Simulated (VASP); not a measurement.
# AlNi3 (P1) in VASP: a series of runs, part 2 of 2

VASP 6.6.1. The steps go on from the part before.

### 3 Single point, PBE

File INCAR:

```
PREC     = Accurate       # precision mode
ENCUT    = 520            # plane-wave cutoff, eV
EDIFF    = 1E-7           # SCF threshold, eV
ISMEAR   = 0              # smearing method
SIGMA    = 0.1            # smearing width, eV
LREAL    = F              # projectors in reciprocal space
LASPH    = T              # aspherical terms in the spheres
NELM     = 80             # most SCF steps
ALGO     = Normal         # electronic algorithm
ISIF     = 2              # what is computed and relaxed
LWAVE    = F              # write WAVECAR
LCHARG   = T              # write CHGCAR
GGA      = PE             # functional
LELF     = T              # ELF
LVHAR    = T            
NBANDS   = 24             # bands
```

File KPOINTS:

```
regular mesh
0
Gamma
  2 2 2
```

File POSCAR:

```
AlNi3
1.0
    0.0091803197      2.8086990902      2.8014686452
    2.8035150590      0.0061289969      2.8045199680
    2.8105818206      2.8188171747     -0.0009377647
Al Ni
1 3
Direct
    0.5179937806      0.4754529908      0.4812022906
    0.2347094222      0.2129657574      0.2359009799
    0.0527018359     -0.0376585175      0.0301498793
    0.7728995969      0.7206613382      0.8016672262
```

Potentials or basis: VASP PAW PBE potentials, release 64 (Al, Ni).

Launch:

```bash
$ cat potpaw_PBE.64/Al/POTCAR potpaw_PBE.64/Ni/POTCAR > POTCAR
$ mpirun -np 1 vasp_std > vasp.out
```

OUTCAR:

```text
PREC = Accurate
   ENCUT = 520
   EDIFF = 1E-7
   ISMEAR = 0
   LREAL = F
   LASPH = T
   NELM = 80
   ISIF = 2
   GGA = PE

 ion  position               nearest neighbor table
   1  0.518  0.475  0.481-   4 2.21   2 2.32   2 2.39   4 2.42   2 2.45   4 2.46   2 2.57   3 2.58
                             4 2.67   3 2.71   3 2.76   3 2.88   3 2.91   3 3.05
   2  0.235  0.213  0.236-   3 2.08   1 2.32   1 2.39   1 2.45   3 2.46   4 2.53   1 2.57   3 2.61
                             4 2.61   3 2.66   4 2.70   4 2.95   4 3.03
   3  0.053  0.962  0.030-   2 2.08   4 2.33   4 2.44   2 2.46   4 2.46   4 2.51   1 2.58   2 2.61
                             2 2.66   1 2.71   1 2.76   1 2.88   1 2.91   1 3.05
   4  0.773  0.721  0.802-   1 2.21   3 2.33   1 2.42   3 2.44   3 2.46   1 2.46   3 2.51   2 2.53
                             2 2.61   1 2.67   2 2.70   2 2.95   2 3.03

  LATTYP: Found a triclinic cell.
 ALAT       =     3.9670015664
 B/A-ratio  =     0.9996175526
 C/A-ratio  =     0.9988661435
 COS(alpha) =     0.0003545688
 COS(beta)  =     0.4959977987
 COS(gamma) =     0.5021730876

  Lattice vectors:

 A1 = (  -0.0091803197,  -2.8086990902,  -2.8014686452)
 A2 = (  -2.8035150590,  -0.0061289969,  -2.8045199680)
 A3 = (   2.8014015009,   0.0101180845,  -2.8024064099)

Analysis of symmetry for initial positions (statically):
=====================================================================
 Subroutine PRICEL returns:
 Original cell was already a primitive cell.

 Routine SETGRP: Setting up the symmetry group for a
 triclinic supercell.

 Subroutine GETGRP returns: Found  1 space group operations
 (whereof  1 operations were pure point group operations)
 out of a pool of  2 trial point group operations.

The static configuration has the point symmetry C_1 .

Analysis of symmetry for dynamics (positions and initial velocities):
=====================================================================
 Subroutine PRICEL returns:
 Original cell was already a primitive cell.

 Routine SETGRP: Setting up the symmetry group for a
 triclinic supercell.

 Subroutine GETGRP returns: Found  1 space group operations
 (whereof  1 operations were pure point group operations)
 out of a pool of  2 trial point group operations.

The dynamic configuration has the point symmetry C_1 .

 Subroutine INISYM returns: Found  1 space group operations
 (whereof  1 operations are pure point group operations),
 and found     1 'primitive' translations

----------------------------------------------------------------------------------------

                                     Primitive cell

  volume of cell :      44.1645

  direct lattice vectors                    reciprocal lattice vectors
     0.009180320  2.808699090  2.801468645    -0.178999642  0.178536081  0.178545330
     2.803515059  0.006128997  2.804519968     0.178864398 -0.178282565  0.178156571
     2.810581821  2.818817175 -0.000937765     0.177968219  0.177251142 -0.178291814

  length of vectors
     3.967001566  3.965484397  3.980590574     0.309506767  0.309058101  0.308023741

  position of ions in fractional coordinates (direct lattice)
     0.517993781  0.475452991  0.481202291
     0.234709422  0.212965757  0.235900980
     0.052701836  0.962341483  0.030149879
     0.772899597  0.720661338  0.801667226

[... 31 lines left out ...]
 Found      8 irreducible k-points:

 Following reciprocal coordinates:
            Coordinates               Weight
  0.000000  0.000000  0.000000      1.000000
  0.500000  0.000000 -0.000000      1.000000
 -0.000000  0.500000  0.000000      1.000000
  0.500000  0.500000 -0.000000      1.000000
  0.000000  0.000000  0.500000      1.000000
  0.500000 -0.000000  0.500000      1.000000
 -0.000000  0.500000  0.500000      1.000000
  0.500000  0.500000  0.500000      1.000000
   k-points           NKPTS =      8   k-points in BZ     NKDIM =      8   number of bands    NBANDS=     24
   number of dos      NEDOS =    301   number of ions     NIONS =      4
   total plane-waves  NPLWV =  27000
   dimension x,y,z NGX =    30 NGY =   30 NGZ =   30
   dimension x,y,z NGXF=    60 NGYF=   60 NGZF=   60
   ions per type =               1   3
   NGX,Y,Z   is equivalent  to a cutoff of  12.57, 12.58, 12.53 a.u.
   NGXF,Y,Z  is equivalent  to a cutoff of  25.14, 25.15, 25.06 a.u.
 SYSTEM =  unknown system
   PREC   = accura    normal or accurate (medium, high low for compatibility)
   ISTART =      0    job   : 0-new  1-cont  2-samecut
   ICHARG =      2    charge: 1-file 2-atom 10-const
   ISPIN  =      1    spin polarized calculation?
   LNONCOLLINEAR =      F non collinear calculations
   LSORBIT =      F    spin-orbit coupling
   LASPH  =      T    aspherical Exc in radial PAW
   ENCUT  =  520.0 eV  38.22 Ry    6.18 a.u.   7.38  7.37  7.40*2*pi/ulx,y,z
   NELM   =     80;   NELMIN=  2; NELMDL= -5     # of ELM steps
   EDIFF  = 0.1E-06   stopping-criterion for ELM
   LREAL  =      F    real-space projection
   EDIFFG = 0.1E-05   stopping-criterion for IOM
   NSW    =      0    number of steps for IOM
   IBRION =     -1    ionic relax: 0-MD 1-quasi-New 2-CG
   NFREE  =      0    steps in history (QN), initial steepest desc. (CG)
   ISIF   =      2    stress and relaxation
   ISYM   =      2    0-nonsym 1-usesym 2-fastsym
   POTIM  = 0.5000    time-step for ionic-motion
   TEBEG  =    0.0;   TEEND  =   0.0 temperature during run
   PSTRESS=    0.0 pullay stress
   NELECT =      33.0000    total number of electrons
   NUPDOWN=      -1.0000    fix difference up-down
   EMIN   =  10.00;   EMAX   =-10.00  energy-range for DOS
   EFERMI =   0.00;   METHOD = LEGACY
   ISMEAR =     0;   SIGMA  =   0.10  broadening in eV -4-tet -1-fermi 0-gaus
   EFERMI_NEDOS =   21; number of points for ismear=-14 and -15
   IALGO  =     38    algorithm
   IMIX   =      4    mixing-type and parameters
     AMIX     =   0.40;   BMIX     =  1.00
     AMIX_MAG =   1.60;   BMIX_MAG =  1.00
  volume/ion in A,a.u.               =      11.04        74.51
  Fermi-wavevector in a.u.,A,eV,Ry     =   1.485553  2.807289 30.026276  2.206869
  Thomas-Fermi vector in A             =   2.598951
   LORBIT       =      0    0 simple, 1 ext, 2 COOP (PROOUT), +10 PAW based schemes
   GGA     = PE    functional components
   LHFCALC =     F    Hartree Fock is set to
   AEXX    =    0.0000 exact exchange contribution
   IVDW    =     0    specifies the selected vdW correction
   LEPSILON=     F    determine dielectric tensor
   LRPA    =     F    only Hartree local field effects (RPA)
 non-spin polarized calculation
 Gauss-broadening in eV      SIGMA  =   0.10
  energy-cutoff  :      520.00
  volume of cell :       44.16
 maximum number of plane-waves:      1243
 NGX is ok and might be reduce to    30
   NGX = 15   NGY = 15   NGZ = 15

 number of electron      33.0000005 magnetization

 Free energy of the ion-electron system (eV)
  ---------------------------------------------------
  ext. energy  EPLUGINS =         0.00000000
  ---------------------------------------------------
  free energy    TOTEN  =       -20.65462644 eV

  energy without entropy =      -20.60614963  energy(sigma->0) =      -20.63038804

 E-fermi :   9.4895     XC(G=0): -12.7733

 val. band max:        9.4841448206   @ k =   0.5000  -0.0000   0.5000
 cond. band min:       9.5338553519   @ k =   0.5000   0.5000  -0.0000
 fundamental gap:      0.0497105313
 Fermi energy:         9.4894505228

 k-point     1 :       0.0000    0.0000    0.0000
  band No.  band energies     occupation
      1      -0.2499      2.00000
      2       5.8272      2.00000
      3       5.9802      2.00000
      4       6.3000      2.00000
      5       6.4023      2.00000
      6       6.4832      2.00000
[... 205 lines left out ...]
     23      17.9773      0.00000
     24      21.2972      0.00000

------------------------ aborting loop because EDIFF is reached ----------------------------------------

  FORCE on cell =-STRESS in cart. coord.  units (eV):
  Direction    XX          YY          ZZ          XY          YZ          ZX
  --------------------------------------------------------------------------------------
  -------------------------------------------------------------------------------------
  Total        4.9635786      3.5978248      4.5268194      0.5835068      0.8116178      0.5772131
  in kB      180.0660715    130.5199795    164.2215511     21.1681506     29.4434408     20.9398291
  external PRESSURE =     158.2692007 kB  Pullay stress =       0.0000000 kB

 VOLUME and BASIS-vectors are now :
 -----------------------------------------------------------------------------
  energy-cutoff  :      520.00
  volume of cell :       44.16
      direct lattice vectors                 reciprocal lattice vectors
     0.009180320  2.808699090  2.801468645    -0.178999642  0.178536081  0.178545330
     2.803515059  0.006128997  2.804519968     0.178864398 -0.178282565  0.178156571
     2.810581821  2.818817175 -0.000937765     0.177968219  0.177251142 -0.178291814

 POSITION                                       TOTAL-FORCE (eV/Angst)
 -----------------------------------------------------------------------------------
      2.69015      2.81422      2.78411         1.037156      1.066957     -1.033883
      1.26223      1.32550      1.25458         1.541315      1.693202      2.069613
      2.78316      0.23891      2.84652        -1.545161     -2.101621     -1.910114
      4.28063      4.43501      4.18561        -1.033310     -0.658538      0.874384
 -----------------------------------------------------------------------------------
    total drift:                                0.000204     -0.000254     -0.000235

  FREE ENERGIE OF THE ION-ELECTRON SYSTEM (eV)
  ---------------------------------------------------
  free  energy   TOTEN  =       -20.6546264383 eV

  energy  without entropy=      -20.6061496329  energy(sigma->0) =      -20.63038804
```

Wall time 23 s (1 thread of Intel Xeon 8259CL, shared host); peak memory 0.17 GiB.

Results:

* Free energy: -20.6546 eV
* Pressure: 15.8 GPa
* Largest force: 3.233 eV/Å
* Band gap on the k mesh: zero (an odd number of electrons rules out a gap without spin polarisation)

Forces on the atoms (eV/Å):
```
Al   1.037  1.067 -1.034
Ni   1.541  1.693  2.070
Ni  -1.545 -2.102 -1.910
Ni  -1.033 -0.659  0.874
```

Levels at points of the mesh, in eV from the Fermi level:
```csv
k point,band 14,band 15,band 16,band 17,band 18,band 19
"(0.00, 0.00, 0.00)",-0.39,-0.31,-0.28,5.53,5.67,5.89
"(0.50, 0.00, 0.00)",-0.38,-0.29,-0.25,0.08,3.94,4.24
"(0.00, 0.50, 0.00)",-0.41,-0.32,-0.15,0.10,3.81,4.34
"(0.50, 0.50, 0.00)",-0.43,-0.34,-0.25,-0.14,0.04,0.51
"(0.00, 0.00, 0.50)",-0.38,-0.36,-0.33,-0.02,4.18,4.30
"(0.50, 0.00, 0.50)",-0.50,-0.41,-0.36,-0.18,-0.01,0.39
"(0.00, 0.50, 0.50)",-0.46,-0.42,-0.12,-0.03,0.05,0.45
"(0.50, 0.50, 0.50)",-0.37,-0.17,-0.02,0.23,4.15,4.63
```

Caveat: the k points lie up to 0.97 Å⁻¹ apart, too coarse for converged energies and pressures of a metal; forces of over 1 eV/Å act on the atoms, so gaps and moduli don't describe the material at rest.
